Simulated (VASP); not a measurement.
# NaI (I4mm) in VASP: further runs

NaI is run at these levels: PBE; tasks: single point.

All numbers are computed with VASP 6.6.1; they aren't measurements. Logs are shortened: lines on timing, memory, paths and dates and some standing lists are left out, and cuts for length are marked.

**1. The cell of the first run**

Symmetry: I4mm, No. 107, tetragonal system. The conventional cell has a = 4.577 Å, b = 4.577 Å, c = 6.473 Å, α = 90.00°, β = 90.00°, γ = 90.00°. Within 4.0 Å of Na (site symmetry 4mm) lie 6 I at 3.04 to 3.44 Å. Within 4.0 Å of I (site symmetry 4mm) lie 6 Na at 3.04 to 3.44 Å.

**2. Single point, PBE (all I atoms moved -0.200 Å, as atom 2 along Cartesian [0 0 1])**

INCAR

```
PREC = Accurate
ENCUT = 520
EDIFF = 1E-6
ISMEAR = 0
SIGMA = 0.05
LREAL = False
LASPH = True
NELM = 80
ALGO = Normal
ISIF = 2
LWAVE = False
LCHARG = False
GGA = PE
NBANDS = 14
```

KPOINTS

```
Automatic mesh
0
Gamma
  6 6 6
```

POSCAR

```
NaI
1.0
    0.0000000000      3.2364000000      3.2364000000
    3.2364000000      0.0000000000      3.2364000000
    3.2364000000      3.2364000000      0.0000000000
Na I
1 1
Direct
    0.0000000000      0.0000000000      0.0000000000
    0.4691014708      0.4691014708      0.5308985292
```

Potentials or basis: VASP PAW PBE potentials, release 64 (Na_pv, I).

Run with:

```console
$ cat potpaw_PBE.64/Na_pv/POTCAR potpaw_PBE.64/I/POTCAR > POTCAR
$ mpirun -np 1 vasp_std > vasp.out
```

OUTCAR:

```text
PREC = Accurate
   ENCUT = 520
   EDIFF = 1E-6
   ISMEAR = 0
   LREAL = False
   LASPH = True
   NELM = 80
   ISIF = 2
   GGA = PE

 ion  position               nearest neighbor table
   1  0.000  0.000  0.000-   2 3.04
   2  0.469  0.469  0.531-   1 3.04

  LATTYP: Found a face centered cubic cell.
 ALAT       =     6.4728000000

  Lattice vectors:

 A1 = (   0.0000000000,   3.2364000000,   3.2364000000)
 A2 = (   3.2364000000,   0.0000000000,   3.2364000000)
 A3 = (   3.2364000000,   3.2364000000,   0.0000000000)

Analysis of symmetry for initial positions (statically):
=====================================================================
 Subroutine PRICEL returns:
 Original cell was already a primitive cell.

 Routine SETGRP: Setting up the symmetry group for a
 face centered cubic supercell.

 Subroutine GETGRP returns: Found  8 space group operations
 (whereof  8 operations were pure point group operations)
 out of a pool of 48 trial point group operations.

The static configuration has the point symmetry C_4v.

Analysis of symmetry for dynamics (positions and initial velocities):
=====================================================================
 Subroutine PRICEL returns:
 Original cell was already a primitive cell.

 Routine SETGRP: Setting up the symmetry group for a
 face centered cubic supercell.

 Subroutine GETGRP returns: Found  8 space group operations
 (whereof  8 operations were pure point group operations)
 out of a pool of 48 trial point group operations.

The dynamic configuration has the point symmetry C_4v.

 Subroutine INISYM returns: Found  8 space group operations
 (whereof  8 operations are pure point group operations),
 and found     1 'primitive' translations

----------------------------------------------------------------------------------------

                                     Primitive cell

  volume of cell :      67.7980

  direct lattice vectors                    reciprocal lattice vectors
     0.000000000  3.236400000  3.236400000    -0.154492646  0.154492646  0.154492646
     3.236400000  0.000000000  3.236400000     0.154492646 -0.154492646  0.154492646
     3.236400000  3.236400000  0.000000000     0.154492646  0.154492646 -0.154492646

  length of vectors
     4.576960773  4.576960773  4.576960773     0.267589113  0.267589113  0.267589113

  position of ions in fractional coordinates (direct lattice)
     0.000000000  0.000000000  0.000000000
     0.469101471  0.469101471  0.530898529

  ion indices of the primitive-cell ions
   primitive index   ion index
                 1           1
                 2           2

----------------------------------------------------------------------------------------

 KPOINTS: Automatic mesh

Automatic generation of k-mesh.
 Grid dimensions read from file:
 generate k-points for:    6    6    6

 Generating k-lattice:

  Cartesian coordinates                     Fractional coordinates (reciprocal lattice)
    -0.025748774  0.025748774  0.025748774     0.166666667  0.000000000  0.000000000
     0.025748774 -0.025748774  0.025748774     0.000000000  0.166666667  0.000000000
     0.025748774  0.025748774 -0.025748774     0.000000000  0.000000000  0.166666667

  Length of vectors
     0.044598185  0.044598185  0.044598185

  Shift w.r.t. Gamma in fractional coordinates (k-lattice)
     0.000000000  0.000000000  0.000000000

 Subroutine IBZKPT returns following result:
 ===========================================

 Found     30 irreducible k-points:

 Following reciprocal coordinates:
            Coordinates               Weight
  0.000000  0.000000  0.000000      1.000000
  0.166667  0.000000  0.000000      8.000000
  0.333333  0.000000  0.000000      8.000000
  0.500000  0.000000  0.000000      4.000000
  0.166667  0.166667  0.000000      2.000000
  0.000000  0.166667  0.166667      4.000000
[... 16 lines left out ...]
  0.500000  0.333333  0.166667      8.000000
  0.166667  0.500000  0.333333      8.000000
 [... further k-points ...]
   k-points           NKPTS =     30   k-points in BZ     NKDIM =     30   number of bands    NBANDS=     14
   number of dos      NEDOS =    301   number of ions     NIONS =      2
   total plane-waves  NPLWV =  46656
   dimension x,y,z NGX =    36 NGY =   36 NGZ =   36
   dimension x,y,z NGXF=    72 NGYF=   72 NGZF=   72
   ions per type =               1   1
   NGX,Y,Z   is equivalent  to a cutoff of  13.08, 13.08, 13.08 a.u.
   NGXF,Y,Z  is equivalent  to a cutoff of  26.15, 26.15, 26.15 a.u.
 SYSTEM =  unknown system
   PREC   = accura    normal or accurate (medium, high low for compatibility)
   ISTART =      0    job   : 0-new  1-cont  2-samecut
   ICHARG =      2    charge: 1-file 2-atom 10-const
   ISPIN  =      1    spin polarized calculation?
   LNONCOLLINEAR =      F non collinear calculations
   LSORBIT =      F    spin-orbit coupling
   LASPH  =      T    aspherical Exc in radial PAW
   ENCUT  =  520.0 eV  38.22 Ry    6.18 a.u.   8.51  8.51  8.51*2*pi/ulx,y,z
   NELM   =     80;   NELMIN=  2; NELMDL= -5     # of ELM steps
   EDIFF  = 0.1E-05   stopping-criterion for ELM
   LREAL  =      F    real-space projection
   EDIFFG = 0.1E-04   stopping-criterion for IOM
   NSW    =      0    number of steps for IOM
   IBRION =     -1    ionic relax: 0-MD 1-quasi-New 2-CG
   NFREE  =      0    steps in history (QN), initial steepest desc. (CG)
   ISIF   =      2    stress and relaxation
   ISYM   =      2    0-nonsym 1-usesym 2-fastsym
   POTIM  = 0.5000    time-step for ionic-motion
   TEBEG  =    0.0;   TEEND  =   0.0 temperature during run
   PSTRESS=    0.0 pullay stress
   NELECT =      14.0000    total number of electrons
   NUPDOWN=      -1.0000    fix difference up-down
   EMIN   =  10.00;   EMAX   =-10.00  energy-range for DOS
   EFERMI =   0.00;   METHOD = LEGACY
   ISMEAR =     0;   SIGMA  =   0.05  broadening in eV -4-tet -1-fermi 0-gaus
   EFERMI_NEDOS =   21; number of points for ismear=-14 and -15
   IALGO  =     38    algorithm
   IMIX   =      4    mixing-type and parameters
     AMIX     =   0.40;   BMIX     =  1.00
     AMIX_MAG =   1.60;   BMIX_MAG =  1.00
  volume/ion in A,a.u.               =      33.90       228.76
  Fermi-wavevector in a.u.,A,eV,Ry     =   0.967636  1.828567 12.739397  0.936319
  Thomas-Fermi vector in A             =   2.097538
   LORBIT       =      0    0 simple, 1 ext, 2 COOP (PROOUT), +10 PAW based schemes
   GGA     = PE    functional components
   LHFCALC =     F    Hartree Fock is set to
   AEXX    =    0.0000 exact exchange contribution
   IVDW    =     0    specifies the selected vdW correction
   LEPSILON=     F    determine dielectric tensor
   LRPA    =     F    only Hartree local field effects (RPA)
 non-spin polarized calculation
 Gauss-broadening in eV      SIGMA  =   0.05
  energy-cutoff  :      520.00
  volume of cell :       67.80
 maximum number of plane-waves:      1853
 NGX is ok and might be reduce to    36
   NGX = 17   NGY = 17   NGZ = 17

 number of electron      13.9999993 magnetization

 Free energy of the ion-electron system (eV)
  ---------------------------------------------------
  ext. energy  EPLUGINS =         0.00000000
  ---------------------------------------------------
  free energy    TOTEN  =        -5.36561261 eV

  energy without entropy =       -5.36561261  energy(sigma->0) =       -5.36561261

 E-fermi :   1.1107     XC(G=0):  -7.6992

 val. band max:        0.8040299299   @ k =   0.0000   0.0000   0.0000
 cond. band min:       4.4516931211   @ k =   0.0000   0.0000   0.0000
 fundamental gap:      3.6476631911
 Fermi energy:         1.1107413940

 k-point     1 :       0.0000    0.0000    0.0000
  band No.  band energies     occupation
      1     -21.6241      2.00000
      2     -21.6225      2.00000
      3     -21.6225      2.00000
      4     -10.2155      2.00000
      5       0.7890      2.00000
      6       0.8040      2.00000
      7       0.8040      2.00000
      8       4.4517      0.00000
      9       8.7337      0.00000
     10       8.7337      0.00000
     11       8.7505      0.00000
     12      10.5612      0.00000
     13      10.5996      0.00000
     14      11.2206      0.00000

 k-point     2 :       0.1667    0.0000    0.0000
  band No.  band energies     occupation
      1     -21.6249      2.00000
      2     -21.6231      2.00000
      3     -21.6225      2.00000
      4     -10.1417      2.00000
      5       0.0691      2.00000
      6       0.7200      2.00000
      7       0.7295      2.00000
      8       5.2608      0.00000
      9       8.2476      0.00000
     10       8.9234      0.00000
     11       8.9385      0.00000
     12      10.0490      0.00000
     13      10.0876      0.00000
     14      11.6112      0.00000

 k-point     3 :       0.3333    0.0000    0.0000
  band No.  band energies     occupation
      1     -21.6273      2.00000
      2     -21.6236      2.00000
      3     -21.6227      2.00000
      4      -9.9854      2.00000
      5      -0.9565      2.00000
      6       0.5813      2.00000
      7       0.5903      2.00000
      8       5.9116      0.00000
      9       8.5074      0.00000
     10       8.5083      0.00000
     11       8.8107      0.00000
     12      10.9239      0.00000
     13      11.0789      0.00000
     14      11.1318      0.00000
[... 324 lines left out ...]
 k-point    23 :       0.5000    0.3333    0.1667
  band No.  band energies     occupation
      1     -21.6275      2.00000
      2     -21.6243      2.00000
      3     -21.6236      2.00000
      4      -9.8907      2.00000
      5      -0.8787      2.00000
      6      -0.1072      2.00000
      7       0.2958      2.00000
      8       6.7192      0.00000
      9       7.5470      0.00000
     10       7.8139      0.00000
     11       9.8325      0.00000
     12      10.9205      0.00000
     13      12.9752      0.00000
     14      13.6938      0.00000

 k-point    24 :       0.1667    0.5000    0.3333
  band No.  band energies     occupation
      1     -21.6269      2.00000
      2     -21.6242      2.00000
      3     -21.6242      2.00000
      4      -9.8910      2.00000
      5      -0.8747      2.00000
      6      -0.1076      2.00000
      7       0.2897      2.00000
      8       6.7158      0.00000
      9       7.5414      0.00000
     10       7.8152      0.00000
     11       9.8530      0.00000
     12      10.9255      0.00000
     13      12.9633      0.00000
     14      13.7084      0.00000

 [... further k-points ...]
[... 5 lines left out ...]
  --------------------------------------------------------------------------------------
  -------------------------------------------------------------------------------------
  Total        0.1699182      0.1699182      0.4983287      0.0000000      0.0000000      0.0000000
  in kB        4.0154470      4.0154470     11.7763288      0.0000000      0.0000000      0.0000000
  external PRESSURE =       6.6024076 kB  Pullay stress =       0.0000000 kB

 VOLUME and BASIS-vectors are now :
 -----------------------------------------------------------------------------
  energy-cutoff  :      520.00
  volume of cell :       67.80
      direct lattice vectors                 reciprocal lattice vectors
     0.000000000  3.236400000  3.236400000    -0.154492646  0.154492646  0.154492646
     3.236400000  0.000000000  3.236400000     0.154492646 -0.154492646  0.154492646
     3.236400000  3.236400000  0.000000000     0.154492646  0.154492646 -0.154492646

 POSITION                                       TOTAL-FORCE (eV/Angst)
 -----------------------------------------------------------------------------------
      0.00000      0.00000      0.00000         0.000000      0.000000     -0.207464
      3.23640      3.23640      3.03640         0.000000      0.000000      0.207464
 -----------------------------------------------------------------------------------
    total drift:                                0.000000      0.000000      0.000283

  FREE ENERGIE OF THE ION-ELECTRON SYSTEM (eV)
  ---------------------------------------------------
  free  energy   TOTEN  =        -5.3656126129 eV

  energy  without entropy=       -5.3656126129  energy(sigma->0) =       -5.36561261
```

Wall time 31 s (1 thread of Intel Xeon 8259CL, shared host); peak memory 0.21 GiB.

What came out:

```
Free energy            : -5.3656 eV
Pressure               : 0.7 GPa
Largest force          : 0.207 eV/Å
Band gap on the k mesh : 3.65 eV
```

Forces on the atoms (eV/Å):
```
Na   0.000  0.000 -0.207
I    0.000  0.000  0.207
```

Levels at points of the mesh, in eV from the valence-band top:
| k point | band 4 | band 5 | band 6 | band 7 | band 8 | band 9 | band 10 | band 11 |
| --- | --- | --- | --- | --- | --- | --- | --- | --- |
| (0.00, 0.00, 0.00) | -11.02 | -0.02 | 0.00 | 0.00 | 3.65 | 7.93 | 7.93 | 7.95 |
| (0.50, 0.00, 0.00) | -10.71 | -2.18 | -0.29 | -0.28 | 5.10 | 7.45 | 7.46 | 8.72 |
| (0.50, 0.50, 0.00) | -10.63 | -1.91 | -0.74 | -0.74 | 4.51 | 5.56 | 9.86 | 11.31 |
| (0.00, 0.50, 0.50) | -10.63 | -1.90 | -0.75 | -0.74 | 4.50 | 5.55 | 9.88 | 11.31 |

Caveat: the cell differs from its parent crystal (all I atoms moved -0.200 Å, as atom 2 along Cartesian [0 0 1]); spin-orbit coupling is left out, which moves the levels of the heavy elements.

(Continued in part 2 of 2.)
